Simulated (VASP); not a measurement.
# N (P2_13) in VASP: relaxation of cell and atoms with PBE+D3(BJ)

Aim: the relaxation of cell and atoms of N with PBE+D3(BJ).

Program: VASP 6.6.1. These are calculated values, not measurements. Logs are shortened: lines on timing, memory, paths and dates and some standing lists are left out, and cuts for length are marked.

## 1. The cell of the first run

Symmetry: P2_13, No. 198, cubic system. Conventional cell: a = 5.815 Å, b = 5.815 Å, c = 5.815 Å, α = 90.00°, β = 90.00°, γ = 90.00°. N (site symmetry 3) has 1 N at 1.11 Å within 1.5 Å. N (site symmetry 3) has 1 N at 1.11 Å within 1.5 Å.

## 2. Relaxation of cell and atoms, PBE+D3(BJ)

Input file INCAR:

```
SYSTEM = N
  ALGO = Normal
  EDIFF = 1E-6
  EDIFFG = -0.005
  ENCUT = 600
  GGA = PE
  IBRION = 2
  ISIF = 3
  ISMEAR = -1
  IVDW = 12
  LASPH = .TRUE.
  LCHARG = .FALSE.
  LREAL = .FALSE.
  LWAVE = .FALSE.
  NELM = 80
  NSW = 80
  PREC = Accurate
  SIGMA = 0.02
```

Input file KPOINTS:

```
k-points
0
G
  4 4 4
  0 0 0
```

Input file POSCAR:

```
N
1.0
    5.8151017200      0.0000000000      0.0000000000
    0.0000000000      5.8151017200      0.0000000000
    0.0000000000      0.0000000000      5.8151017200
N
8
Direct
    0.0639014400      0.0639014400      0.0639014400
    0.4360985600      0.9360985600      0.5639014400
    0.5639014400      0.4360985600      0.9360985600
    0.9360985600      0.5639014400      0.4360985600
    0.9541388600      0.9541388600      0.9541388600
    0.5458611400      0.0458611400      0.4541388600
    0.4541388600      0.5458611400      0.0458611400
    0.0458611400      0.4541388600      0.5458611400
```

Potentials or basis: VASP PAW PBE potentials, release 64 (N).

Launch:

```console
> cat potpaw_PBE.64/N/POTCAR > POTCAR
> mpirun -np 1 vasp_std > vasp.out
```

OUTCAR:

```text
SYSTEM = N
   EDIFF = 1E-6
   EDIFFG = -0.005
   ENCUT = 600
   GGA = PE
   IBRION = 2
   ISIF = 3
   ISMEAR = -1
   IVDW = 12
   LASPH = .TRUE.
   LREAL = .FALSE.
   NELM = 80
   NSW = 80
   PREC = Accurate
 IVDW          = 12

 ion  position               nearest neighbor table
   1  0.064  0.064  0.064-   5 1.11
   2  0.436  0.936  0.564-   6 1.11
   3  0.564  0.436  0.936-   7 1.11
   4  0.936  0.564  0.436-   8 1.11
   5  0.954  0.954  0.954-   1 1.11
   6  0.546  0.046  0.454-   2 1.11
   7  0.454  0.546  0.046-   3 1.11
   8  0.046  0.454  0.546-   4 1.11

  LATTYP: Found a simple cubic cell.
 ALAT       =     5.8151017200

  Lattice vectors:

 A1 = (   5.8151017200,   0.0000000000,   0.0000000000)
 A2 = (   0.0000000000,   5.8151017200,   0.0000000000)
 A3 = (   0.0000000000,   0.0000000000,   5.8151017200)

Analysis of symmetry for initial positions (statically):
=====================================================================
 Subroutine PRICEL returns:
 Original cell was already a primitive cell.

 Routine SETGRP: Setting up the symmetry group for a
 simple cubic supercell.

 Subroutine GETGRP returns: Found 12 space group operations
 (whereof  3 operations were pure point group operations)
 out of a pool of 48 trial point group operations.

The static configuration has the point symmetry C_3 .
 The point group associated with its full space group is T   .

Analysis of symmetry for dynamics (positions and initial velocities):
=====================================================================
 Subroutine PRICEL returns:
 Original cell was already a primitive cell.

 Routine SETGRP: Setting up the symmetry group for a
 simple cubic supercell.

 Subroutine GETGRP returns: Found 12 space group operations
 (whereof  3 operations were pure point group operations)
 out of a pool of 48 trial point group operations.

The dynamic configuration has the point symmetry C_3 .
 The point group associated with its full space group is T   .

 Subroutine INISYM returns: Found 12 space group operations
 (whereof  3 operations are pure point group operations),
 and found     1 'primitive' translations

----------------------------------------------------------------------------------------

                                     Primitive cell

[... 74 lines left out ...]
   dimension x,y,z NGXF=    96 NGYF=   96 NGZF=   96
   ions per type =               8
   NGX,Y,Z   is equivalent  to a cutoff of  13.72, 13.72, 13.72 a.u.
   NGXF,Y,Z  is equivalent  to a cutoff of  27.45, 27.45, 27.45 a.u.
 SYSTEM =  N
   PREC   = accura    normal or accurate (medium, high low for compatibility)
   ISTART =      0    job   : 0-new  1-cont  2-samecut
   ICHARG =      2    charge: 1-file 2-atom 10-const
   ISPIN  =      1    spin polarized calculation?
   LNONCOLLINEAR =      F non collinear calculations
   LSORBIT =      F    spin-orbit coupling
   LASPH  =      T    aspherical Exc in radial PAW
   ENCUT  =  600.0 eV  44.10 Ry    6.64 a.u.  11.61 11.61 11.61*2*pi/ulx,y,z
   NELM   =     80;   NELMIN=  2; NELMDL= -5     # of ELM steps
   EDIFF  = 0.1E-05   stopping-criterion for ELM
   LREAL  =      F    real-space projection
   EDIFFG = -.5E-02   stopping-criterion for IOM
   NSW    =     80    number of steps for IOM
   IBRION =      2    ionic relax: 0-MD 1-quasi-New 2-CG
   NFREE  =      1    steps in history (QN), initial steepest desc. (CG)
   ISIF   =      3    stress and relaxation
   ISYM   =      2    0-nonsym 1-usesym 2-fastsym
   POTIM  = 0.5000    time-step for ionic-motion
   TEBEG  =    0.0;   TEEND  =   0.0 temperature during run
   PSTRESS=    0.0 pullay stress
   NELECT =      40.0000    total number of electrons
   NUPDOWN=      -1.0000    fix difference up-down
   EMIN   =  10.00;   EMAX   =-10.00  energy-range for DOS
   EFERMI =   0.00;   METHOD = LEGACY
   ISMEAR =    -1;   SIGMA  =   0.02  broadening in eV -4-tet -1-fermi 0-gaus
   EFERMI_NEDOS =   21; number of points for ismear=-14 and -15
   IALGO  =     38    algorithm
   IMIX   =      4    mixing-type and parameters
     AMIX     =   0.40;   BMIX     =  1.00
     AMIX_MAG =   1.60;   BMIX_MAG =  1.00
  volume/ion in A,a.u.               =      24.58       165.87
  Fermi-wavevector in a.u.,A,eV,Ry     =   0.962803  1.819434 12.612464  0.926990
  Thomas-Fermi vector in A             =   2.092294
   LORBIT       =      0    0 simple, 1 ext, 2 COOP (PROOUT), +10 PAW based schemes
   GGA     = PE    functional components
   LHFCALC =     F    Hartree Fock is set to
   AEXX    =    0.0000 exact exchange contribution
   IVDW    =    12    specifies the selected vdW correction
   LEPSILON=     F    determine dielectric tensor
   LRPA    =     F    only Hartree local field effects (RPA)
 conjugate gradient relaxation of ions
 non-spin polarized calculation
  energy-cutoff  :      600.00
  volume of cell :      196.64
 maximum number of plane-waves:      6704
 NGX is ok and might be reduce to    48
   NGX = 23   NGY = 23   NGZ = 23

--------------------------------------- Ionic step        1  -------------------------------------------

 number of electron      40.0000000 magnetization

 Free energy of the ion-electron system (eV)
  ---------------------------------------------------
  ext. energy  EPLUGINS =         0.00000000
  ---------------------------------------------------
  free energy    TOTEN  =       -66.69881684 eV

  energy without entropy =      -66.69881684  energy(sigma->0) =      -66.69881684

------------------------ aborting loop because EDIFF is reached ----------------------------------------

 Edisp (eV)   -0.38610

 E8    (eV) :    -0.0899
[... 123 lines left out ...]
  FREE ENERGIE OF THE ION-ELECTRON SYSTEM (eV)
  ---------------------------------------------------
  free  energy   TOTEN  =       -67.0982764091 eV

  energy  without entropy=      -67.0982764091  energy(sigma->0) =      -67.09827641

[... ionic steps 4 to 55 ...]

--------------------------------------- Ionic step       56  -------------------------------------------

 number of electron      39.9999991 magnetization

------------------------ aborting loop because EDIFF is reached ----------------------------------------
[... 87 lines left out ...]
--------------------------------------- Ionic step       58  -------------------------------------------

 number of electron      39.9999991 magnetization

 Free energy of the ion-electron system (eV)
  ---------------------------------------------------
  ext. energy  EPLUGINS =         0.00000000
  ---------------------------------------------------
  free energy    TOTEN  =       -66.66446652 eV

  energy without entropy =      -66.66446652  energy(sigma->0) =      -66.66446652

 E-fermi :  -5.7589     XC(G=0):  -6.6723

 val. band max:       -6.2611071588   @ k =   0.5000   0.0000   0.0000
 cond. band min:       0.8924109641   @ k =   0.0000   0.0000   0.0000
 fundamental gap:      7.1535181229
 Fermi energy:        -5.7588683036

 k-point     1 :       0.0000    0.0000    0.0000
  band No.  band energies     occupation
      1     -24.5151      2.00000
      2     -24.4450      2.00000
      3     -24.4450      2.00000
      4     -24.4450      2.00000
      5      -9.9411      2.00000
      6      -9.9411      2.00000
[... 336 lines left out ...]
  FREE ENERGIE OF THE ION-ELECTRON SYSTEM (eV)
  ---------------------------------------------------
  free  energy   TOTEN  =       -67.1379316312 eV

  energy  without entropy=      -67.1379316312  energy(sigma->0) =      -67.13793163

 reached required accuracy - stopping structural energy minimisation
```

CONTCAR:

```text
N
   1.00000000000000
     5.5401416288491641    0.0000000000000000    0.0000000000000000
    -0.0000000000000000    5.5401416288491641   -0.0000000000000000
     0.0000000000000000    0.0000000000000000    5.5401416288491641
  N
     8
Direct
     0.0576732589193092    0.0576732589193092    0.0576732589193092
     0.4423267410806908    0.9423267410806907    0.5576732589193094
     0.5576732589193093    0.4423267410806908    0.9423267410806907
     0.9423267410806907    0.5576732589193093    0.4423267410806908
     0.9418110075482954    0.9418110075482954    0.9418110075482954
     0.5581889924517046    0.0581889924517046    0.4418110075482956
     0.4418110075482956    0.5581889924517046    0.0581889924517046
     0.0581889924517046    0.4418110075482956    0.5581889924517046

  0.00000000E+00  0.00000000E+00  0.00000000E+00
  0.00000000E+00  0.00000000E+00  0.00000000E+00
  0.00000000E+00  0.00000000E+00  0.00000000E+00
  0.00000000E+00  0.00000000E+00  0.00000000E+00
  0.00000000E+00  0.00000000E+00  0.00000000E+00
  0.00000000E+00  0.00000000E+00  0.00000000E+00
  0.00000000E+00  0.00000000E+00  0.00000000E+00
  0.00000000E+00  0.00000000E+00  0.00000000E+00
```

Run time: 28 min. Hardware: 1 thread of Oxide Virtual Turin-like, shared host; peak memory 0.32 GiB.

Results:

```yaml
Free_energy: -67.1379 eV
Relaxed_volume: 21.26 Å³/atom
Relaxed_cell: a = 5.540 Å, b = 5.540 Å, c = 5.540 Å, α = 90.00°, β = 90.00°, γ = 90.00°
Space_group_after_relaxing_to_0.1_Å: Pa-3 (No. 205)
Energy_gained_by_relaxing: 6.6 meV/atom
Ionic_steps: 58
Pressure_after_relaxing: 0.0 GPa
Largest_force_after_relaxing: 0.003 eV/Å
Band_gap_on_the_k_mesh: 7.15 eV (least direct gap 7.19 eV)
Dispersion_energy_per_atom: -0.059 eV
```

Forces in eV/Å, atoms in the order of the input:
```
N   -0.001 -0.001 -0.001
N    0.001  0.001 -0.001
N   -0.001  0.001  0.001
N    0.001 -0.001  0.001
N    0.002  0.002  0.002
N   -0.002 -0.002  0.002
N    0.002 -0.002 -0.002
N   -0.002  0.002 -0.002
```

The path:
```csv
step,energy change (eV),largest force (eV/Å),pressure (GPa),volume (Å³)
1,0.0000,1.0541,0.89,196.64
3,-0.0134,0.1041,-0.46,196.88
5,-0.0135,0.0331,-0.32,196.86
7,-0.0229,0.0546,-0.26,192.42
9,-0.0472,0.3058,0.34,173.30
11,-0.0487,0.0501,-0.09,172.35
13,-0.0485,0.0801,0.05,172.66
15,-0.0487,0.0223,-0.05,172.38
17,-0.0487,0.0235,-0.03,172.36
19,-0.0487,0.0213,-0.02,172.30
21,-0.0489,0.0156,-0.02,172.07
23,-0.0495,0.0286,-0.04,171.11
25,-0.0502,0.1051,-0.05,167.34
27,-0.0503,0.0735,-0.03,168.28
29,-0.0504,0.0527,0.13,167.95
31,-0.0504,0.0150,0.06,168.07
33,-0.0504,0.0166,0.07,168.07
35,-0.0504,0.0173,0.07,168.03
37,-0.0505,0.0207,0.09,167.89
39,-0.0506,0.0350,0.12,167.33
41,-0.0507,0.0368,0.14,166.55
43,-0.0507,0.0210,0.09,166.47
45,-0.0507,0.0184,0.10,166.48
47,-0.0508,0.0161,0.09,166.54
49,-0.0511,0.0084,0.09,166.74
51,-0.0519,0.0313,0.11,167.57
53,-0.0526,0.1496,0.19,170.90
55,-0.0529,0.0921,0.14,169.80
57,-0.0530,0.0389,-0.05,170.14
58,-0.0530,0.0033,0.01,170.04
```

Final structure:
```
N
1.0
     5.54014    0.00000    0.00000
     0.00000    5.54014    0.00000
     0.00000    0.00000    5.54014
N
8
Direct
  0.05767 0.05767 0.05767
  0.44233 0.94233 0.55767
  0.55767 0.44233 0.94233
  0.94233 0.55767 0.44233
  0.94181 0.94181 0.94181
  0.55819 0.05819 0.44181
  0.44181 0.55819 0.05819
  0.05819 0.44181 0.55819
```

Levels at points of the mesh, in eV from the valence-band top:
| k point | band 18 | band 19 | band 20 | band 21 | band 22 | band 23 |
| --- | --- | --- | --- | --- | --- | --- |
| (0.00, 0.00, 0.00) | -0.03 | -0.03 | -0.03 | 7.15 | 7.15 | 7.15 |
| (0.50, 0.00, 0.00) | -0.31 | 0.00 | 0.00 | 7.43 | 7.43 | 7.81 |
| (0.50, 0.50, 0.00) | -0.17 | -0.17 | -0.17 | 7.81 | 7.81 | 7.81 |
| (0.50, 0.50, 0.50) | -0.26 | -0.26 | -0.26 | 7.81 | 7.81 | 7.81 |

Caveat: the standard files for N, O and F lose accuracy on very short bonds. A k mesh can miss the band edges.
